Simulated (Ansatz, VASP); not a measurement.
**One calculation of Al2Cu, two programs**

```xyz
3
Lattice="-1.9639 1.9639 2.9489 1.9639 -1.9639 2.9489 1.9639 1.9639 -2.9489" Properties=species:S:1:pos:R:3 pbc="T T T"
Al    0.0000    1.9639    1.4745
Al    1.9639    0.0000    1.4745
Cu    0.0000    0.0000    2.9489
```

Change from the starting cell: strain -0.030 along x and y, +0.030 along z, atoms carried along.

Alike in both runs: task single point; functional PBEsol; k mesh 16 × 16 × 16; occupations gaussian, width 0.15 eV; no spin polarisation.

```csv
,VASP,Ansatz
version,VASP 6.6.1,Ansatz 0.2.0
potentials or method,"VASP PAW PBE potentials, release 64 (Al, Cu), cutoff 520 eV","scalar-relativistic, plane waves, PAW"
valence electrons in the cell,17,25
```

Ansatz gave:

- gap on the k mesh at the Fermi level (eV): none
- pressure (GPa): 3.7
- traceless stress, the component that is largest in VASP (GPa): -4.05

Q: Which values does VASP return?

A: gap on the k mesh at the Fermi level (eV): none; pressure (GPa): 4.0; traceless stress, the component that is largest in VASP (GPa): -4.04.

VASP's potentials were made for PBE, not for PBEsol. A gap of «none» marks a metal or a gap that the smearing closes. VASP's potentials hold 17 valence electrons a cell and Ansatz's 25, so a difference there can come from the potentials and not from the codes.
